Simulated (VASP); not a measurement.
Here is a VASP 6.6.1 calculation.

The input INCAR:

```
SYSTEM = PtSe2
PREC = Accurate ; ENCUT = 600
EDIFF = 1E-6 ; ISMEAR = -1
SIGMA = 0.15 ; LREAL = .FALSE.
LASPH = .TRUE. ; NELM = 60
ALGO = Normal ; ISIF = 3
LWAVE = .FALSE. ; LCHARG = .FALSE.
GGA = PS ; IBRION = 2
NSW = 80 ; EDIFFG = -0.001
PSTRESS = 300.0
```

File KPOINTS:

```
regular mesh
0
G
  12 12 8
  0 0 0
```

File POSCAR:

```
PtSe2
1.0
    3.7607971121      0.0000000000      0.0000000000
   -1.8803985560      3.2569458376      0.0000000000
    0.0000000000      0.0000000000      4.8587327349
Pt Se
1 2
Direct
    0.0000000000      0.0000000000      0.0000000000
    0.3333333333      0.6666666667      0.2611754915
    0.6666666667      0.3333333333      0.7388245085
```

Potentials or basis: VASP PAW PBE potentials, release 64 (Pt, Se).

Command:

```bash
$ cat potpaw_PBE.64/Pt/POTCAR potpaw_PBE.64/Se/POTCAR > POTCAR
$ mpirun -np 1 vasp_std > vasp.out
```

Task: Predict the band gap on the k mesh.

Result: Zero (bands 11 and 12 overlap by 0.75 eV).

Task: Predict the relaxed cell.

Result: a = 3.626 Å, b = 3.626 Å, c = 4.183 Å, α = 90.00°, β = 90.00°, γ = 120.00°.

Task: Estimate the relaxed volume.

Result: 15.87 Å³/atom.

Step by step:
```csv
step,energy change (eV),largest force (eV/Å),pressure (GPa),volume (Å³)
1,0.0000,0.0144,0.11,59.51
2,15.0047,16.9572,313.27,32.99
3,0.4674,1.7715,23.48,52.32
4,0.5915,2.0299,27.22,51.53
5,0.6917,2.2245,30.06,50.97
6,0.7426,1.0946,31.21,48.64
7,1.0199,0.1668,34.86,46.72
8,0.9355,0.1564,33.81,47.14
9,0.5238,0.5657,19.48,49.64
10,0.7962,0.0679,29.42,47.83
11,0.8062,0.0518,29.62,47.75
12,0.8250,0.0300,29.90,47.63
13,0.8278,0.0273,29.94,47.62
14,0.8357,0.0140,30.29,47.58
15,0.8315,0.0079,30.09,47.60
16,0.8237,0.0059,29.93,47.64
17,0.8272,0.0006,30.01,47.62
18,0.8269,0.0001,30.00,47.62
19,0.8270,0.0002,30.00,47.62
20,0.8269,0.0007,29.99,47.62
21,0.8264,0.0027,29.96,47.63
22,0.8266,0.0021,29.98,47.62
23,0.8267,0.0013,29.98,47.62
24,0.8268,0.0011,29.99,47.62
25,0.8268,0.0011,29.99,47.62
26,0.8276,0.0003,30.01,47.62
27,0.8274,0.0001,30.01,47.62
```

Caveat: the cell is relaxed towards a set pressure, so the run minimises the enthalpy, not the energy; the volume moved by over 15 % at a fixed basis, so the end points are rough; the PAW data sets were made with another functional, which shifts forces and pressure a little; spin-orbit coupling is left out, which moves the levels of the heavy elements.
